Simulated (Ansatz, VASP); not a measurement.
## PbF2 in VASP and in Ansatz

```
Pb F
1.0
     5.57821    0.00000    0.00000
     0.00000    5.57821    0.00000
     0.00000    0.00000    3.93988
Pb F
2 4
Direct
  0.00000 0.00000 0.00000
  0.50000 0.50000 0.50000
  0.30923 0.30923 0.00000
  0.19077 0.80923 0.50000
  0.80923 0.19077 0.50000
  0.69077 0.69077 0.00000
```

Alike in both runs: task single point; functional r2SCAN; k mesh 4 × 4 × 4; occupations gaussian, width 0.001 eV; no spin polarisation.

|  | VASP | Ansatz |
| --- | --- | --- |
| version | VASP 6.6.1 | Ansatz 0.2.0 |
| potentials or method | VASP PAW PBE potentials, release 64 (Pb_d, F) | plane waves |
| plane-wave cutoff (eV) | 520 | 500 |
| valence electrons in the cell | 56 | 56 |

```tsv
	VASP	Ansatz	Ansatz less VASP
gap on the k mesh at the Fermi level (eV)	4.05	4.04	-0.005
pressure (GPa)	0.0	0.0	+0.03
```

VASP's potentials were made for PBE, not for r2SCAN.

Spin-orbit coupling is off throughout.
